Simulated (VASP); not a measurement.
# SiB4N (P4/mmm) in VASP: notebook, part 2 of 2

VASP 6.6.1. The steps go on from the part before.

### Step 3. Relaxation of cell and atoms, PBE

This run uses another cell than the first one, of 7.60 Å³/atom, 0.553 times its volume.

INCAR

```
SYSTEM = SiB4N
PREC = Accurate
ENCUT = 600
EDIFF = 1E-7
ISMEAR = 0
SIGMA = 0.1
LREAL = .False.
LASPH = .True.
NELM = 80
ALGO = Normal
ISIF = 3
LWAVE = .False.
LCHARG = .False.
GGA = PE
IBRION = 2
NSW = 90
EDIFFG = -0.04
```

KPOINTS

```
Automatic mesh
0
Gamma
  6 6 4
  0 0 0
```

POSCAR

```
SiB4N
1.0
    2.9820848200      0.0000000000      0.0000000000
    0.0000000000      2.9820848200      0.0000000000
    0.0000000000      0.0000000000      5.1301067100
Si B N
1 4 1
Direct
    0.5000000000      0.5000000000      0.5000000000
    0.5000000000      0.5000000000      0.7816317100
    0.5000000000      0.5000000000      0.2183682900
    0.5000000000      0.0000000000      0.5000000000
    0.0000000000      0.5000000000      0.5000000000
    0.0000000000      0.0000000000      0.0000000000
```

Potentials or basis: VASP PAW PBE potentials, release 64 (Si, B, N).

Run with:

```console
cat potpaw_PBE.64/Si/POTCAR potpaw_PBE.64/B/POTCAR potpaw_PBE.64/N/POTCAR > POTCAR
mpirun -np 1 vasp_std > vasp.out
```

OUTCAR:

```text
SYSTEM = SiB4N
   PREC = Accurate
   ENCUT = 600
   EDIFF = 1E-7
   ISMEAR = 0
   LREAL = .False.
   LASPH = .True.
   NELM = 80
   ISIF = 3
   GGA = PE
   IBRION = 2
   NSW = 90
   EDIFFG = -0.04

 ion  position               nearest neighbor table
   1  0.500  0.500  0.500-   2 1.44   3 1.44   4 1.49   5 1.49   4 1.49   5 1.49
   2  0.500  0.500  0.782-   1 1.44   4 2.08   5 2.08   4 2.08   5 2.08
   3  0.500  0.500  0.218-   1 1.44   4 2.08   5 2.08   4 2.08   5 2.08
   4  0.500  0.000  0.500-   1 1.49   1 1.49   3 2.08   2 2.08   2 2.08   3 2.08   5 2.11   5 2.11
                             5 2.11   5 2.11
   5  0.000  0.500  0.500-   1 1.49   1 1.49   3 2.08   2 2.08   2 2.08   3 2.08   4 2.11   4 2.11
                             4 2.11   4 2.11
   6  0.000  0.000  0.000-

  LATTYP: Found a simple tetragonal cell.
 ALAT       =     2.9820848200
 C/A-ratio  =     1.7203087838

  Lattice vectors:

 A1 = (   2.9820848200,   0.0000000000,   0.0000000000)
 A2 = (   0.0000000000,   2.9820848200,   0.0000000000)
[... 1546 lines left out ...]
      9       2.4265      2.00000
     10       2.7707      1.99794
     11       2.9413      1.49670
     12       3.2021      0.00254
     13       3.7742      0.00000
     14       3.9120      0.00000

 [... further k-points ...]

[... ionic steps 4 to 23 ...]

--------------------------------------- Ionic step       24  -------------------------------------------

 number of electron      20.9999998 magnetization

------------------------ aborting loop because EDIFF is reached ----------------------------------------
[... 75 lines left out ...]
--------------------------------------- Ionic step       26  -------------------------------------------

 number of electron      20.9999998 magnetization

 Free energy of the ion-electron system (eV)
  ---------------------------------------------------
  ext. energy  EPLUGINS =         0.00000000
  ---------------------------------------------------
  free energy    TOTEN  =       -25.21610533 eV

  energy without entropy =      -25.19569284  energy(sigma->0) =      -25.20589908

 E-fermi :   2.2434     XC(G=0):  -9.5158

 val. band max:        2.2334660175   @ k =   0.5000   0.5000   0.2500
 cond. band min:       2.2616201062   @ k =   0.5000   0.0000   0.0000
 fundamental gap:      0.0281540887
 Fermi energy:         2.2434091635
[... 441 lines left out ...]
  FREE ENERGIE OF THE ION-ELECTRON SYSTEM (eV)
  ---------------------------------------------------
  free  energy   TOTEN  =       -25.2161053321 eV

  energy  without entropy=      -25.1956928356  energy(sigma->0) =      -25.20589908

 reached required accuracy - stopping structural energy minimisation
```

It took 23 min on 1 thread of AMD EPYC 7R43 (Zen 3), shared host; peak memory 0.13 GiB.

Results:

```
Free energy                            : -25.2161 eV
Relaxed volume                         : 13.56 Å³/atom
Relaxed cell                           : a = 3.847 Å, b = 3.847 Å, c = 5.497 Å, α = 90.00°, β = 90.00°, γ = 90.00°
Space group after relaxing (to 0.05 Å) : P4/mmm (No. 123)
Energy gained by relaxing              : 3428.7 meV/atom
Ionic steps                            : 26
Pressure after relaxing                : 0.0 GPa
Largest force after relaxing           : 0.009 eV/Å
```

Forces in eV/Å, atoms in the order of the input:
```
Si   0.000  0.000  0.000
B    0.000  0.000 -0.009
B    0.000  0.000  0.009
B    0.000  0.000  0.000
B    0.000  0.000  0.000
N    0.000  0.000  0.000
```

Step by step:
| step | energy change (eV) | largest force (eV/Å) | pressure (GPa) | volume (Å³) |
| --- | --- | --- | --- | --- |
| 1 | 0.0000 | 23.4561 | 176.00 | 45.62 |
| 2 | 3742.9036 | 120954.7811 | 1667.57 | 125.90 |
| 3 | 341.6545 | 550.2349 | 25.98 | 810.45 |
| 4 | 262.2249 | 397.6278 | 22.18 | 780.85 |
| 5 | 145.1389 | 212.3647 | 14.74 | 713.36 |
| 6 | 2.3318 | 2.8727 | -9.06 | 339.19 |
| 7 | 0.4225 | 1.5784 | -10.14 | 316.38 |
| 8 | -7.9385 | 0.3896 | -13.60 | 206.75 |
| 9 | -11.5820 | 0.1834 | -15.35 | 163.00 |
| 10 | -13.5199 | 0.4833 | -16.11 | 143.65 |
| 11 | -14.5748 | 1.0118 | -16.40 | 134.58 |
| 12 | -15.1308 | 1.2983 | -16.44 | 130.19 |
| 13 | -18.9191 | 2.7317 | -7.70 | 92.24 |
| 14 | -19.5399 | 2.9705 | 2.31 | 79.57 |
| 15 | -19.5602 | 2.9527 | 6.01 | 76.65 |
| 16 | -17.8724 | 18.4312 | 29.92 | 69.48 |
| 17 | -19.8056 | 2.6568 | 7.38 | 75.39 |
| 18 | -20.0153 | 1.6700 | 8.76 | 74.47 |
| 19 | -20.1071 | 1.6059 | 13.20 | 72.74 |
| 20 | -20.1316 | 0.1494 | 11.31 | 73.36 |
| 21 | -20.5569 | 0.3182 | -1.16 | 82.45 |
| 22 | -20.5570 | 0.3149 | -0.97 | 82.27 |
| 23 | -20.5700 | 0.3125 | -0.44 | 81.62 |
| 24 | -20.5700 | 0.2708 | -0.48 | 81.66 |
| 25 | -20.5679 | 0.3829 | 0.72 | 80.93 |
| 26 | -20.5723 | 0.0088 | 0.00 | 81.35 |

Final structure:
```
CELL_PARAMETERS angstrom
3.84701 0.00000 0.00000
0.00000 3.84701 0.00000
0.00000 0.00000 5.49698
ATOMIC_POSITIONS crystal
Si 0.50000 0.50000 0.50000
B 0.50000 0.50000 0.14240
B 0.50000 0.50000 0.85760
B 0.50000 0.00000 0.50000
B 0.00000 0.50000 0.50000
N 0.00000 0.00000 0.00000
```

Caveat: the volume moved by over 15 % at a fixed basis, so the end points are rough.
